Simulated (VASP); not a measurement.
Here is a VASP 6.6.1 calculation.

Contents of INCAR:

```
PREC = Accurate
ENCUT = 520
EDIFF = 1E-7
ISMEAR = 0
SIGMA = 0.05
LREAL = Auto
LASPH = T
NELM = 60
ALGO = Normal
ISIF = 2
LWAVE = F
LCHARG = F
GGA = PE
IVDW = 12
NBANDS = 34
```

KPOINTS

```
regular mesh
0
Gamma
  5 5 1
```

File POSCAR:

```
Be16Cl
1.0
    4.5800000000      0.0000000000      0.0000000000
    2.2900000000      3.9663960000      0.0000000000
    0.0000000000      0.0000000000     16.3826450000
Be Cl
16 1
Direct
   -0.1666666667      0.3333333333      0.0610402044
    0.3333333333      0.3333333333      0.0610402044
   -0.1666666667      0.8333333333      0.0610402044
    0.3333333333      0.8333333333      0.0610402044
    0.0008611085     -0.0004265837      0.1725936197
    0.4995987185     -0.0003948169      0.1725923988
   -0.0000036937      0.4999964703      0.1718080933
    0.4995488257      0.5009040953      0.1725973431
   -0.1700894225      0.3299915087      0.2823865133
    0.3402526100      0.3299637757      0.2823947537
   -0.1701211998      0.8403419628      0.2823945096
    0.3333470151      0.8333963628      0.2778526300
    0.0101608237     -0.0050360579      0.3956620558
    0.4949715984     -0.0050143758      0.3956495425
    0.0000019854      0.5000811820      0.3792612243
    0.4949455355      0.5101822914      0.3956867160
    0.6666719504      0.1668892869      0.4972160478
```

Potentials or basis: VASP PAW PBE potentials, release 64 (Be, Cl).

The run is started by

```console
$ cat potpaw_PBE.64/Be/POTCAR potpaw_PBE.64/Cl/POTCAR > POTCAR
$ mpirun -np 1 vasp_std > vasp.out
```

Problem. Estimate the largest force.

Solution. 0.143 eV/Å.

Problem. What does it give for the dispersion energy per atom?

Solution. -0.255 eV.

Problem. Predict the band gap on the k mesh.

Solution. Zero (an odd number of electrons rules out a gap without spin polarisation).

Forces on the atoms (eV/Å):
```
Be  -0.122 -0.070 -0.027
Be   0.122 -0.070 -0.026
Be   0.000  0.141 -0.027
Be   0.000  0.000  0.052
Be  -0.004  0.003 -0.003
Be   0.004  0.002 -0.003
Be   0.001  0.001  0.010
Be   0.001 -0.005 -0.004
Be  -0.001 -0.001 -0.002
Be  -0.001  0.000 -0.004
Be   0.000 -0.001 -0.004
Be   0.000  0.000 -0.004
Be  -0.002  0.002  0.006
Be   0.002  0.002  0.007
Be   0.001  0.000  0.016
Be   0.000 -0.001  0.004
Cl  -0.001 -0.002  0.009
```

Caveat: an odd number of electrons without spin polarisation forces a metal; a magnetic or distorted state may lie lower.
